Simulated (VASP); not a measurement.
# SnGe7 (P-43m) in VASP: further runs

SnGe7 is run at these levels: PBEsol; tasks: single point, relaxation of cell and atoms.

Everything below comes from runs of VASP 6.6.1. Logs are shortened: lines on timing, memory, paths and dates and some standing lists are left out, and cuts for length are marked.

## (1) The cell of the first run

It takes space group P-43m (No. 215, cubic). The conventional cell has a = 5.792 Å, b = 5.792 Å, c = 5.792 Å, α = 90.00°, β = 90.00°, γ = 90.00°. Sn (site symmetry -43m) has 4 Ge at 2.59 Å within 3.4 Å. Ge (site symmetry -42m) has 4 Ge at 2.48 Å within 3.3 Å. Ge (site symmetry 3m) has 3 Ge at 2.48 Å and 1 Sn at 2.59 Å within 3.3 Å.

## (2) Single point, PBEsol

Contents of INCAR:

```
ALGO     = Normal         # electronic algorithm
EDIFF    = 1E-6           # SCF threshold, eV
ENCUT    = 520            # plane-wave cutoff, eV
GGA      = PS             # functional
ISIF     = 2              # what is computed and relaxed
ISMEAR   = 0              # smearing method
LASPH    = T              # aspherical terms in the spheres
LCHARG   = T              # write CHGCAR
LELF     = T              # ELF
LREAL    = F              # projectors in reciprocal space
LVHAR    = T            
LWAVE    = F              # write WAVECAR
NBANDS   = 66             # bands
NELM     = 100            # most SCF steps
PREC     = Accurate       # precision mode
SIGMA    = 0.01           # smearing width, eV
```

Contents of KPOINTS:

```
k-points
0
Gamma
  6 6 6
```

Contents of POSCAR:

```
SnGe7
1.0
    5.7919327422      0.0000000000      0.0000000000
    0.0000000000      5.7919327422      0.0000000000
    0.0000000000      0.0000000000      5.7919327422
Sn Ge
1 7
Direct
    0.0000000000      0.0000000000      0.0000000000
    0.0000000000      0.5000000000      0.5000000000
    0.5000000000      0.0000000000      0.5000000000
    0.5000000000      0.5000000000      0.0000000000
    0.2584102152      0.2584102152      0.2584102152
    0.2584102152      0.7415897848      0.7415897848
    0.7415897848      0.2584102152      0.7415897848
    0.7415897848      0.7415897848      0.2584102152
```

Potentials or basis: VASP PAW PBE potentials, release 64 (Sn_d, Ge_d).

Launch:

```console
cat potpaw_PBE.64/Sn_d/POTCAR potpaw_PBE.64/Ge_d/POTCAR > POTCAR
mpirun -np 1 vasp_std > vasp.out
```

OUTCAR:

```text
EDIFF = 1E-6
   ENCUT = 520
   GGA = PS
   ISIF = 2
   ISMEAR = 0
   LASPH = T
   LREAL = F
   NELM = 100
   PREC = Accurate

 ion  position               nearest neighbor table
   1  0.000  0.000  0.000-   5 2.59   6 2.59   7 2.59   8 2.59
   2  0.000  0.500  0.500-   5 2.48   6 2.48   7 2.48   8 2.48
   3  0.500  0.000  0.500-   5 2.48   6 2.48   7 2.48   8 2.48
   4  0.500  0.500  0.000-   5 2.48   6 2.48   7 2.48   8 2.48
   5  0.258  0.258  0.258-   2 2.48   3 2.48   4 2.48   1 2.59
   6  0.258  0.742  0.742-   2 2.48   3 2.48   4 2.48   1 2.59
   7  0.742  0.258  0.742-   2 2.48   3 2.48   4 2.48   1 2.59
   8  0.742  0.742  0.258-   2 2.48   3 2.48   4 2.48   1 2.59

  LATTYP: Found a simple cubic cell.
 ALAT       =     5.7919327422

  Lattice vectors:

 A1 = (   5.7919327422,   0.0000000000,   0.0000000000)
 A2 = (   0.0000000000,   5.7919327422,   0.0000000000)
 A3 = (   0.0000000000,   0.0000000000,   5.7919327422)

Analysis of symmetry for initial positions (statically):
=====================================================================
 Subroutine PRICEL returns:
 Original cell was already a primitive cell.

 Routine SETGRP: Setting up the symmetry group for a
 simple cubic supercell.

 Subroutine GETGRP returns: Found 24 space group operations
 (whereof 24 operations were pure point group operations)
 out of a pool of 48 trial point group operations.

The static configuration has the point symmetry T_d .

Analysis of symmetry for dynamics (positions and initial velocities):
=====================================================================
 Subroutine PRICEL returns:
 Original cell was already a primitive cell.

 Routine SETGRP: Setting up the symmetry group for a
 simple cubic supercell.

 Subroutine GETGRP returns: Found 24 space group operations
 (whereof 24 operations were pure point group operations)
 out of a pool of 48 trial point group operations.

The dynamic configuration has the point symmetry T_d .

 Subroutine INISYM returns: Found 24 space group operations
 (whereof 24 operations are pure point group operations),
 and found     1 'primitive' translations

----------------------------------------------------------------------------------------

                                     Primitive cell

  volume of cell :     194.2990

  direct lattice vectors                    reciprocal lattice vectors
     5.791932742  0.000000000  0.000000000     0.172653939  0.000000000  0.000000000
     0.000000000  5.791932742  0.000000000     0.000000000  0.172653939  0.000000000
     0.000000000  0.000000000  5.791932742     0.000000000  0.000000000  0.172653939

  length of vectors
     5.791932742  5.791932742  5.791932742     0.172653939  0.172653939  0.172653939

  position of ions in fractional coordinates (direct lattice)
     0.000000000  0.000000000  0.000000000
     0.000000000  0.500000000  0.500000000
     0.500000000  0.000000000  0.500000000
     0.500000000  0.500000000  0.000000000
     0.258410215  0.258410215  0.258410215
     0.258410215  0.741589785  0.741589785
     0.741589785  0.258410215  0.741589785
     0.741589785  0.741589785  0.258410215

  ion indices of the primitive-cell ions
   primitive index   ion index
                 1           1
                 2           2
                 3           3
                 4           4
                 5           5
                 6           6
                 7           7
                 8           8

----------------------------------------------------------------------------------------

 KPOINTS: k-points

Automatic generation of k-mesh.
 Grid dimensions read from file:
 generate k-points for:    6    6    6

 Generating k-lattice:

  Cartesian coordinates                     Fractional coordinates (reciprocal lattice)
     0.028775656  0.000000000  0.000000000     0.166666667  0.000000000  0.000000000
     0.000000000  0.028775656  0.000000000     0.000000000  0.166666667  0.000000000
     0.000000000  0.000000000  0.028775656     0.000000000  0.000000000  0.166666667

  Length of vectors
     0.028775656  0.028775656  0.028775656

  Shift w.r.t. Gamma in fractional coordinates (k-lattice)
     0.000000000  0.000000000  0.000000000

 Subroutine IBZKPT returns following result:
 ===========================================

 Found     20 irreducible k-points:

 Following reciprocal coordinates:
            Coordinates               Weight
  0.000000  0.000000  0.000000      1.000000
  0.166667  0.000000  0.000000      6.000000
  0.333333  0.000000  0.000000      6.000000
  0.500000  0.000000  0.000000      3.000000
  0.166667  0.166667  0.000000     12.000000
  0.333333  0.166667  0.000000     24.000000
[... 12 lines left out ...]
  0.500000  0.500000  0.333333      6.000000
  0.500000  0.500000  0.500000      1.000000
   k-points           NKPTS =     20   k-points in BZ     NKDIM =     20   number of bands    NBANDS=     66
   number of dos      NEDOS =    301   number of ions     NIONS =      8
   total plane-waves  NPLWV = 110592
   dimension x,y,z NGX =    48 NGY =   48 NGZ =   48
   dimension x,y,z NGXF=    96 NGYF=   96 NGZF=   96
   ions per type =               1   7
   NGX,Y,Z   is equivalent  to a cutoff of  13.78, 13.78, 13.78 a.u.
   NGXF,Y,Z  is equivalent  to a cutoff of  27.55, 27.55, 27.55 a.u.
 SYSTEM =  unknown system
   PREC   = accura    normal or accurate (medium, high low for compatibility)
   ISTART =      0    job   : 0-new  1-cont  2-samecut
   ICHARG =      2    charge: 1-file 2-atom 10-const
   ISPIN  =      1    spin polarized calculation?
   LNONCOLLINEAR =      F non collinear calculations
   LSORBIT =      F    spin-orbit coupling
   LASPH  =      T    aspherical Exc in radial PAW
   ENCUT  =  520.0 eV  38.22 Ry    6.18 a.u.  10.77 10.77 10.77*2*pi/ulx,y,z
   NELM   =    100;   NELMIN=  2; NELMDL= -5     # of ELM steps
   EDIFF  = 0.1E-05   stopping-criterion for ELM
   LREAL  =      F    real-space projection
   EDIFFG = 0.1E-04   stopping-criterion for IOM
   NSW    =      0    number of steps for IOM
   IBRION =     -1    ionic relax: 0-MD 1-quasi-New 2-CG
   NFREE  =      0    steps in history (QN), initial steepest desc. (CG)
   ISIF   =      2    stress and relaxation
   ISYM   =      2    0-nonsym 1-usesym 2-fastsym
   POTIM  = 0.5000    time-step for ionic-motion
   TEBEG  =    0.0;   TEEND  =   0.0 temperature during run
   PSTRESS=    0.0 pullay stress
   NELECT =     112.0000    total number of electrons
   NUPDOWN=      -1.0000    fix difference up-down
   EMIN   =  10.00;   EMAX   =-10.00  energy-range for DOS
   EFERMI =   0.00;   METHOD = LEGACY
   ISMEAR =     0;   SIGMA  =   0.01  broadening in eV -4-tet -1-fermi 0-gaus
   EFERMI_NEDOS =   21; number of points for ismear=-14 and -15
   IALGO  =     38    algorithm
   IMIX   =      4    mixing-type and parameters
     AMIX     =   0.40;   BMIX     =  1.00
     AMIX_MAG =   1.60;   BMIX_MAG =  1.00
  volume/ion in A,a.u.               =      24.29       163.90
  Fermi-wavevector in a.u.,A,eV,Ry     =   1.362461  2.574677 25.256485  1.856299
  Thomas-Fermi vector in A             =   2.488948
   LORBIT       =      0    0 simple, 1 ext, 2 COOP (PROOUT), +10 PAW based schemes
   GGA     = PS    functional components
   LHFCALC =     F    Hartree Fock is set to
   AEXX    =    0.0000 exact exchange contribution
   IVDW    =     0    specifies the selected vdW correction
   LEPSILON=     F    determine dielectric tensor
   LRPA    =     F    only Hartree local field effects (RPA)
 non-spin polarized calculation
 Gauss-broadening in eV      SIGMA  =   0.01
  energy-cutoff  :      520.00
  volume of cell :      194.30
 maximum number of plane-waves:      5260
 NGX is ok and might be reduce to    48
   NGX = 21   NGY = 21   NGZ = 21

 number of electron     112.0000064 magnetization

 Free energy of the ion-electron system (eV)
  ---------------------------------------------------
  ext. energy  EPLUGINS =         0.00000000
  ---------------------------------------------------
  free energy    TOTEN  =       -38.54448120 eV

  energy without entropy =      -38.54436075  energy(sigma->0) =      -38.54442097

 E-fermi :   4.7746     XC(G=0):  -9.9157

 val. band max:        4.7647830759   @ k =   0.1667   0.1667   0.0000
 cond. band min:       4.9239879267   @ k =   0.0000   0.0000   0.0000
 fundamental gap:      0.1592048508
 Fermi energy:         4.7745623212

 k-point     1 :       0.0000    0.0000    0.0000
  band No.  band energies     occupation
      1     -19.9161      2.00000
      2     -19.9161      2.00000
      3     -19.9161      2.00000
      4     -19.8907      2.00000
      5     -19.8907      2.00000
      6     -19.8907      2.00000
[... 58 lines left out ...]
     65       7.3974      0.00000
     66       7.3974      0.00000

 k-point     2 :       0.1667    0.0000    0.0000
  band No.  band energies     occupation
      1     -19.9182      2.00000
      2     -19.9167      2.00000
      3     -19.9167      2.00000
      4     -19.8951      2.00000
      5     -19.8924      2.00000
      6     -19.8924      2.00000
[... 58 lines left out ...]
     65       7.9839      0.00000
     66       7.9839      0.00000

 k-point     3 :       0.3333    0.0000    0.0000
  band No.  band energies     occupation
      1     -19.9219      2.00000
      2     -19.9179      2.00000
      3     -19.9179      2.00000
      4     -19.9018      2.00000
      5     -19.8947      2.00000
      6     -19.8947      2.00000
[... 1162 lines left out ...]
     65       8.7363      0.00000
     66       8.7415      0.00000

 k-point    20 :       0.5000    0.5000    0.5000
  band No.  band energies     occupation
      1     -19.9034      2.00000
      2     -19.9034      2.00000
      3     -19.9034      2.00000
      4     -19.8979      2.00000
      5     -19.8979      2.00000
      6     -19.8917      2.00000
[... 58 lines left out ...]
     65       8.5575      0.00000
     66       8.5586      0.00000

------------------------ aborting loop because EDIFF is reached ----------------------------------------

  FORCE on cell =-STRESS in cart. coord.  units (eV):
  Direction    XX          YY          ZZ          XY          YZ          ZX
  --------------------------------------------------------------------------------------
  -------------------------------------------------------------------------------------
  Total       -0.1368511     -0.1368511     -0.1368511     -0.0000000      0.0000000     -0.0000000
  in kB       -1.1284656     -1.1284656     -1.1284656     -0.0000000      0.0000000     -0.0000000
  external PRESSURE =      -1.1284656 kB  Pullay stress =       0.0000000 kB

 VOLUME and BASIS-vectors are now :
 -----------------------------------------------------------------------------
  energy-cutoff  :      520.00
  volume of cell :      194.30
      direct lattice vectors                 reciprocal lattice vectors
     5.791932742  0.000000000  0.000000000     0.172653939  0.000000000  0.000000000
     0.000000000  5.791932742  0.000000000     0.000000000  0.172653939  0.000000000
     0.000000000  0.000000000  5.791932742     0.000000000  0.000000000  0.172653939

 POSITION                                       TOTAL-FORCE (eV/Angst)
 -----------------------------------------------------------------------------------
      0.00000      0.00000      0.00000        -0.000000      0.000000      0.000000
      0.00000      2.89597      2.89597         0.000000      0.000000      0.000000
      2.89597      0.00000      2.89597         0.000000      0.000000     -0.000000
      2.89597      2.89597      0.00000        -0.000000      0.000000      0.000000
      1.49669      1.49669      1.49669         0.005081      0.005081      0.005081
      1.49669      4.29524      4.29524         0.005081     -0.005081     -0.005081
      4.29524      1.49669      4.29524        -0.005081      0.005081     -0.005081
      4.29524      4.29524      1.49669        -0.005081     -0.005081      0.005081
 -----------------------------------------------------------------------------------
    total drift:                               -0.000000     -0.000000      0.000000

  FREE ENERGIE OF THE ION-ELECTRON SYSTEM (eV)
  ---------------------------------------------------
  free  energy   TOTEN  =       -38.5444812019 eV

  energy  without entropy=      -38.5443607480  energy(sigma->0) =      -38.54442097
```

Wall time 3 min (1 thread of AMD EPYC 9R45 (Zen 5), shared host); peak memory 0.4 GiB.

Results:

```
Free energy            : -38.5445 eV
Pressure               : -0.1 GPa
Largest force          : 0.009 eV/Å
Band gap on the k mesh : zero (band 56 reaches 4.92 eV, above the bottom of band 57 at 4.71 eV)
```

Forces in eV/Å, atoms in the order of the input:
```
Sn   0.000  0.000  0.000
Ge   0.000  0.000  0.000
Ge   0.000  0.000  0.000
Ge   0.000  0.000  0.000
Ge   0.005  0.005  0.005
Ge   0.005 -0.005 -0.005
Ge  -0.005  0.005 -0.005
Ge  -0.005 -0.005  0.005
```

Levels at points of the mesh, in eV from the Fermi level:
```
           k point  band 54  band 55  band 56  band 57  band 58  band 59
(0.00, 0.00, 0.00)    -0.41     0.15     0.15     0.15     0.74     0.74
(0.50, 0.00, 0.00)    -2.02    -1.62    -1.62     1.00     1.08     2.45
(0.50, 0.50, 0.00)    -1.38    -1.13    -1.13     1.64     1.64     2.10
(0.50, 0.50, 0.50)    -0.91    -0.91    -0.91    -0.06    -0.06    -0.06
```

Caveat: the PAW data sets were made with another functional, which shifts forces and pressure a little; spin-orbit coupling is left out, which moves the levels of the heavy elements.

(Part 1 of 2 ends here.)
